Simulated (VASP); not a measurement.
Write the native input for VASP 6.6.1 that does the following.

```
Task                   : single point
Functional             : LDA
Potentials or basis    : VASP PAW LDA potentials, release 64 (Ge_d, N, C)
Cutoff                 : 520 eV
k mesh                 : 9 × 9 × 9
Occupations            : fermi-dirac, width 0.05 eV
Spin                   : no spin polarisation
Dipole correction      : no
Further INCAR settings : ALGO = Normal; EDIFF = 1e-06; NBANDS = 22
```

The structure of GeCN2 lies in POSCAR:

```
GeCN2
1.0
    1.8056701223      1.0425041312      4.9545539055
   -1.8056701223      1.0425041312      4.9545539055
    0.0000000000     -2.0850082624      4.9545539055
Ge N C
1 2 1
Direct
    0.0000000000      0.0000000000      0.0000000000
    0.5839044000      0.5839044000      0.5839044000
    0.4160956000      0.4160956000      0.4160956000
    0.5000000000      0.5000000000      0.5000000000
```

The input as run:

INCAR

```
SYSTEM = GeCN2
PREC     = Accurate       ! precision mode
ENCUT    = 520            ! plane-wave cutoff, eV
EDIFF    = 1E-6           ! SCF threshold, eV
ISMEAR   = -1             ! smearing method
SIGMA    = 0.05           ! smearing width, eV
LREAL    = .FALSE.        ! projectors in reciprocal space
LASPH    = .TRUE.         ! aspherical terms in the spheres
NELM     = 100            ! most SCF steps
ALGO     = Normal         ! electronic algorithm
ISIF     = 2              ! what is computed and relaxed
LWAVE    = .FALSE.        ! write WAVECAR
LCHARG   = .FALSE.        ! write CHGCAR
GGA      = CA             ! functional
NBANDS   = 22             ! bands
```

KPOINTS

```
Automatic mesh
0
G
  9 9 9
  0 0 0
```

Potentials or basis: VASP PAW LDA potentials, release 64 (Ge_d, N, C).

The run is started by

```console
$ cat potpaw_LDA.64/Ge_d/POTCAR potpaw_LDA.64/N/POTCAR potpaw_LDA.64/C/POTCAR > POTCAR
$ mpirun -np 1 vasp_std > vasp.out
```

It gave:

- Pressure: -8.7 GPa
- Largest force: 0.736 eV/Å
- Band gap on the k mesh: 1.00 eV, indirect (least direct gap 1.82 eV)

Run time: 2.1 min on 1 thread of Intel(R) Xeon(R) Platinum 8488C (Sapphire Rapids) (shared host), peak memory 0.26 GiB.
